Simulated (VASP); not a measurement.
# Ta4N in VASP: notebook

Ta4N is run at these levels: PBE; tasks: single point.

Program: VASP 6.6.1. These are calculated values, not measurements. Logs are shortened: lines on timing, memory, paths and dates and some standing lists are left out, and cuts for length are marked.

### Step 1. The cell of the first run

The cell holds a slab with vacuum, 5 atoms: a = 3.319 Å, b = 3.319 Å, c = 20.300 Å, α = 90.00°, β = 90.00°, γ = 90.00°.

### Step 2. Single point, PBE

File INCAR:

```
PREC = Accurate ; ENCUT = 520
EDIFF = 1E-6 ; ISMEAR = 0
SIGMA = 0.1 ; LREAL = F
LASPH = T ; NELM = 80
ALGO = Normal ; ISIF = 2
LWAVE = F ; LCHARG = F
LDIPOL = T ; IDIPOL = 3
DIPOL = 0.5 0.5 0.353 ; GGA = PE
NBANDS = 32
```

File KPOINTS:

```
regular mesh
0
Gamma
  8 8 1
```

File POSCAR:

```
Ta4N
1.0
    3.3189671338      0.0000000000      0.0000000000
    0.0000000000      3.3189671338      0.0000000000
    0.0000000000      0.0000000000     20.2996559829
Ta N
4 1
Direct
    0.5000000000      0.5000000000      0.1970476743
    0.0000000000      0.0000000000      0.2787970186
    0.5000000000      0.5000000000      0.3599139064
    0.0000000000      0.0000000000      0.4334879365
    0.0000000000      0.3750000000      0.4952035980
```

Potentials or basis: VASP PAW PBE potentials, release 64 (Ta_pv, N).

On the command line:

```console
> cat potpaw_PBE.64/Ta_pv/POTCAR potpaw_PBE.64/N/POTCAR > POTCAR
> mpirun -np 1 vasp_std > vasp.out
```

OUTCAR:

```text
PREC = Accurate
   ENCUT = 520
   EDIFF = 1E-6
   ISMEAR = 0
   LREAL = F
   LASPH = T
   NELM = 80
   ISIF = 2
   GGA = PE

 ion  position               nearest neighbor table
   1  0.500  0.500  0.197-   2 2.87   2 2.87   2 2.87   2 2.87   3 3.31
   2  0.000  0.000  0.279-   3 2.87   3 2.87   3 2.87   3 2.87   1 2.87   1 2.87   1 2.87   1 2.87
                             4 3.14
   3  0.500  0.500  0.360-   4 2.78   4 2.78   4 2.78   4 2.78   2 2.87   2 2.87   2 2.87   2 2.87
                             1 3.31
   4  0.000  0.000  0.433-   5 1.77   5 2.42   3 2.78   3 2.78   3 2.78   3 2.78   2 3.14
   5  0.000  0.375  0.495-   4 1.77   4 2.42

  LATTYP: Found a simple tetragonal cell.
 ALAT       =     3.3189671338
 C/A-ratio  =     6.1162570054

  Lattice vectors:

 A1 = (   3.3189671338,   0.0000000000,   0.0000000000)
 A2 = (   0.0000000000,   3.3189671338,   0.0000000000)
 A3 = (   0.0000000000,   0.0000000000,  20.2996559829)

Analysis of symmetry for initial positions (statically):
=====================================================================
 Subroutine PRICEL returns:
 Original cell was already a primitive cell.

 Routine SETGRP: Setting up the symmetry group for a
 simple tetragonal supercell.

 Subroutine GETGRP returns: Found  2 space group operations
 (whereof  2 operations were pure point group operations)
 out of a pool of 16 trial point group operations.

The static configuration has the point symmetry C_1h.

Analysis of symmetry for dynamics (positions and initial velocities):
=====================================================================
 Subroutine PRICEL returns:
 Original cell was already a primitive cell.

 Routine SETGRP: Setting up the symmetry group for a
 simple tetragonal supercell.

 Subroutine GETGRP returns: Found  2 space group operations
 (whereof  2 operations were pure point group operations)
 out of a pool of 16 trial point group operations.

The dynamic configuration has the point symmetry C_1h.

 Subroutine INISYM returns: Found  2 space group operations
 (whereof  2 operations are pure point group operations),
 and found     1 'primitive' translations

----------------------------------------------------------------------------------------

                                     Primitive cell

  volume of cell :     223.6117

  direct lattice vectors                    reciprocal lattice vectors
     3.318967134  0.000000000  0.000000000     0.301298555  0.000000000  0.000000000
     0.000000000  3.318967134  0.000000000     0.000000000  0.301298555  0.000000000
     0.000000000  0.000000000 20.299655983     0.000000000  0.000000000  0.049261919

  length of vectors
     3.318967134  3.318967134 20.299655983     0.301298555  0.301298555  0.049261919

  position of ions in fractional coordinates (direct lattice)
     0.500000000  0.500000000  0.197047674
     0.000000000  0.000000000  0.278797019
     0.500000000  0.500000000  0.359913906
     0.000000000  0.000000000  0.433487937
     0.000000000  0.375000000  0.495203598

  ion indices of the primitive-cell ions
   primitive index   ion index
                 1           1
                 2           2
                 3           3
                 4           4
                 5           5

----------------------------------------------------------------------------------------

 KPOINTS: regular mesh

Automatic generation of k-mesh.
 Grid dimensions read from file:
 generate k-points for:    8    8    1

 Generating k-lattice:

  Cartesian coordinates                     Fractional coordinates (reciprocal lattice)
     0.037662319  0.000000000  0.000000000     0.125000000  0.000000000  0.000000000
     0.000000000  0.037662319  0.000000000     0.000000000  0.125000000  0.000000000
     0.000000000  0.000000000  0.049261919     0.000000000  0.000000000  1.000000000

  Length of vectors
     0.037662319  0.037662319  0.049261919

  Shift w.r.t. Gamma in fractional coordinates (k-lattice)
     0.000000000  0.000000000  0.000000000

 Subroutine IBZKPT returns following result:
 ===========================================

 Found     25 irreducible k-points:

 Following reciprocal coordinates:
            Coordinates               Weight
  0.000000  0.000000  0.000000      1.000000
  0.125000  0.000000  0.000000      2.000000
  0.000000  0.125000  0.000000      2.000000
  0.250000  0.000000  0.000000      2.000000
  0.000000  0.250000  0.000000      2.000000
  0.375000  0.000000  0.000000      2.000000
[... 16 lines left out ...]
  0.500000  0.375000  0.000000      2.000000
 -0.375000  0.500000  0.000000      2.000000
   k-points           NKPTS =     25   k-points in BZ     NKDIM =     25   number of bands    NBANDS=     32
   number of dos      NEDOS =    301   number of ions     NIONS =      5
   total plane-waves  NPLWV = 125440
   dimension x,y,z NGX =    28 NGY =   28 NGZ =  160
   dimension x,y,z NGXF=    56 NGYF=   56 NGZF=  320
   ions per type =               4   1
   NGX,Y,Z   is equivalent  to a cutoff of  14.03, 14.03, 13.10 a.u.
   NGXF,Y,Z  is equivalent  to a cutoff of  28.05, 28.05, 26.21 a.u.
 SYSTEM =  unknown system
   PREC   = accura    normal or accurate (medium, high low for compatibility)
   ISTART =      0    job   : 0-new  1-cont  2-samecut
   ICHARG =      2    charge: 1-file 2-atom 10-const
   ISPIN  =      1    spin polarized calculation?
   LNONCOLLINEAR =      F non collinear calculations
   LSORBIT =      F    spin-orbit coupling
   LASPH  =      T    aspherical Exc in radial PAW
   ENCUT  =  520.0 eV  38.22 Ry    6.18 a.u.   6.17  6.17 37.74*2*pi/ulx,y,z
   NELM   =     80;   NELMIN=  2; NELMDL= -5     # of ELM steps
   EDIFF  = 0.1E-05   stopping-criterion for ELM
   LREAL  =      F    real-space projection
   EDIFFG = 0.1E-04   stopping-criterion for IOM
   NSW    =      0    number of steps for IOM
   IBRION =     -1    ionic relax: 0-MD 1-quasi-New 2-CG
   NFREE  =      0    steps in history (QN), initial steepest desc. (CG)
   ISIF   =      2    stress and relaxation
   ISYM   =      2    0-nonsym 1-usesym 2-fastsym
   POTIM  = 0.5000    time-step for ionic-motion
   TEBEG  =    0.0;   TEEND  =   0.0 temperature during run
   PSTRESS=    0.0 pullay stress
   NELECT =      49.0000    total number of electrons
   NUPDOWN=      -1.0000    fix difference up-down
   EMIN   =  10.00;   EMAX   =-10.00  energy-range for DOS
   EFERMI =   0.00;   METHOD = LEGACY
   ISMEAR =     0;   SIGMA  =   0.10  broadening in eV -4-tet -1-fermi 0-gaus
   EFERMI_NEDOS =   21; number of points for ismear=-14 and -15
   IALGO  =     38    algorithm
   IMIX   =      4    mixing-type and parameters
     AMIX     =   0.40;   BMIX     =  1.00
     AMIX_MAG =   1.60;   BMIX_MAG =  1.00
  volume/ion in A,a.u.               =      44.72       301.80
  Fermi-wavevector in a.u.,A,eV,Ry     =   0.986981  1.865123 13.253856  0.974131
  Thomas-Fermi vector in A             =   2.118401
   LORBIT       =      0    0 simple, 1 ext, 2 COOP (PROOUT), +10 PAW based schemes
   GGA     = PE    functional components
   LHFCALC =     F    Hartree Fock is set to
   AEXX    =    0.0000 exact exchange contribution
   IVDW    =     0    specifies the selected vdW correction
   LEPSILON=     F    determine dielectric tensor
   LRPA    =     F    only Hartree local field effects (RPA)
 non-spin polarized calculation
 Gauss-broadening in eV      SIGMA  =   0.10
  energy-cutoff  :      520.00
  volume of cell :      223.61
 maximum number of plane-waves:      6059
 NGX is ok and might be reduce to    28
   NGX = 13   NGY = 13   NGZ = 75

 dipolmoment           0.000000      0.000000     -0.497560 electrons x Angstroem

 number of electron      48.9999994 magnetization

 dipolmoment           0.000000      0.000000      0.169436 electrons x Angstroem

 Free energy of the ion-electron system (eV)
  ---------------------------------------------------
  ext. energy  EPLUGINS =         0.00000000
  ---------------------------------------------------
  free energy    TOTEN  =       -51.59988607 eV

  energy without entropy =      -51.57705607  energy(sigma->0) =      -51.58847107

 E-fermi :  -1.3321     XC(G=0):  -5.4966

 val. band max:       -1.3996850647   @ k =   0.0000   0.3750   0.0000
 cond. band min:      -1.3191155540   @ k =   0.2500   0.1250   0.0000
 fundamental gap:      0.0805695107
 Fermi energy:        -1.3320832565

 k-point     1 :       0.0000    0.0000    0.0000
  band No.  band energies     occupation
      1     -36.2884      2.00000
      2     -36.0989      2.00000
      3     -36.0964      2.00000
      4     -35.7715      2.00000
      5     -35.6274      2.00000
      6     -35.6217      2.00000
[... 24 lines left out ...]
     31       1.1369      0.00000
     32       1.5559      0.00000

 k-point     2 :       0.1250    0.0000    0.0000
  band No.  band energies     occupation
      1     -36.2932      2.00000
      2     -36.1306      2.00000
      3     -36.0905      2.00000
      4     -35.7723      2.00000
      5     -35.7100      2.00000
      6     -35.6092      2.00000
[... 24 lines left out ...]
     31       0.9790      0.00000
     32       1.5128      0.00000

 k-point     3 :       0.0000    0.1250    0.0000
  band No.  band energies     occupation
      1     -36.2932      2.00000
      2     -36.1331      2.00000
      3     -36.0877      2.00000
      4     -35.8192      2.00000
      5     -35.6610      2.00000
      6     -35.6015      2.00000
[... 24 lines left out ...]
     31       1.0953      0.00000
     32       1.3970      0.00000

 k-point     4 :       0.2500    0.0000    0.0000
  band No.  band energies     occupation
      1     -36.3081      2.00000
      2     -36.2088      2.00000
      3     -36.0701      2.00000
      4     -35.8220      2.00000
      5     -35.7965      2.00000
      6     -35.5805      2.00000
[... 24 lines left out ...]
     31       1.1052      0.00000
     32       1.4762      0.00000

 k-point     5 :       0.0000    0.2500    0.0000
  band No.  band energies     occupation
      1     -36.3083      2.00000
      2     -36.2113      2.00000
      3     -36.0666      2.00000
      4     -35.9182      2.00000
      5     -35.7335      2.00000
      6     -35.5281      2.00000
[... 584 lines left out ...]
     31       1.7122      0.00000
     32       2.1987      0.00000

 k-point    22 :       0.3750    0.3750    0.0000
  band No.  band energies     occupation
      1     -36.2975      2.00000
      2     -36.2752      2.00000
      3     -36.2141      2.00000
      4     -35.9827      2.00000
      5     -35.8654      2.00000
      6     -35.6364      2.00000
[... 24 lines left out ...]
     31       2.1122      0.00000
     32       2.4946      0.00000

 k-point    23 :       0.5000    0.3750    0.0000
  band No.  band energies     occupation
      1     -36.3002      2.00000
      2     -36.2980      2.00000
      3     -36.2133      2.00000
      4     -36.0040      2.00000
      5     -35.8827      2.00000
      6     -35.5587      2.00000
[... 24 lines left out ...]
     31       2.0154      0.00000
     32       2.6285      0.00000

 k-point    24 :      -0.3750    0.5000    0.0000
  band No.  band energies     occupation
      1     -36.3109      2.00000
      2     -36.2873      2.00000
      3     -36.2132      2.00000
      4     -36.0143      2.00000
      5     -35.9001      2.00000
      6     -35.5660      2.00000
[... 24 lines left out ...]
     31       2.1200      0.00000
     32       2.4012      0.00000

 [... further k-points ...]

------------------------ aborting loop because EDIFF is reached ----------------------------------------

 vacuum level on the upper side and lower side of the slab       (xc-potential included)         1.259        -1.509

  FORCE on cell =-STRESS in cart. coord.  units (eV):
  Direction    XX          YY          ZZ          XY          YZ          ZX
  --------------------------------------------------------------------------------------
  -------------------------------------------------------------------------------------
  Total       -0.0354867     -0.6859322      1.3143478      0.0000000      4.7893718      0.0000000
  in kB       -0.2542619     -4.9147023      9.4172981      0.0000000     34.3158338      0.0000000
  external PRESSURE =       1.4161113 kB  Pullay stress =       0.0000000 kB

 VOLUME and BASIS-vectors are now :
 -----------------------------------------------------------------------------
  energy-cutoff  :      520.00
  volume of cell :      223.61
      direct lattice vectors                 reciprocal lattice vectors
     3.318967134  0.000000000  0.000000000     0.301298555  0.000000000  0.000000000
     0.000000000  3.318967134  0.000000000     0.000000000  0.301298555  0.000000000
     0.000000000  0.000000000 20.299655983     0.000000000  0.000000000  0.049261919

 POSITION                                       TOTAL-FORCE (eV/Angst)
 -----------------------------------------------------------------------------------
      1.65948      1.65948      4.00000         0.000000      0.125231      1.127506
      0.00000      0.00000      5.65948         0.000000      0.022244     -1.033330
      1.65948      1.65948      7.30613         0.000000     -0.207598     -2.183408
      0.00000      0.00000      8.79966         0.000000     -4.051886      1.890133
      0.00000      1.24461     10.05246         0.000000      4.112008      0.199099
 -----------------------------------------------------------------------------------
    total drift:                               -0.000000     -0.000007     -0.000085

  FREE ENERGIE OF THE ION-ELECTRON SYSTEM (eV)
  ---------------------------------------------------
  free  energy   TOTEN  =       -51.5998860712 eV

  energy  without entropy=      -51.5770560650  energy(sigma->0) =      -51.58847107

 vacuum level on the upper side and lower side of the slab         5.392         2.527
```

Run time: 3.3 min. Hardware: 1 thread of Intel Xeon 6975P-C (Granite Rapids), shared host; peak memory 0.43 GiB.

What came out:

| Item | Value |
| --- | --- |
| Free energy | -51.5999 eV |
| Largest force | 4.471 eV/Å |
| Band gap on the k mesh | zero (an odd number of electrons rules out a gap without spin polarisation) |

Forces in eV/Å, atoms in the order of the input:
```
Ta   0.000  0.125  1.128
Ta   0.000  0.022 -1.033
Ta   0.000 -0.208 -2.183
Ta   0.000 -4.052  1.890
N    0.000  4.112  0.199
```

Levels at points of the mesh, in eV from the Fermi level:
```csv
k point,band 22,band 23,band 24,band 25,band 26,band 27
"(0.00, 0.00, 0.00)",-0.76,-0.12,0.30,0.33,0.48,0.77
"(0.50, 0.00, 0.00)",-0.91,-0.86,-0.30,0.10,0.67,0.82
"(0.00, 0.50, 0.00)",-1.10,-0.93,-0.89,0.19,0.35,0.89
"(0.50, 0.50, 0.00)",-1.58,-1.14,-0.73,-0.08,0.63,2.03
```

Caveat: spin-orbit coupling is left out, which moves the levels of the heavy elements.

[end of part 1 of 2]
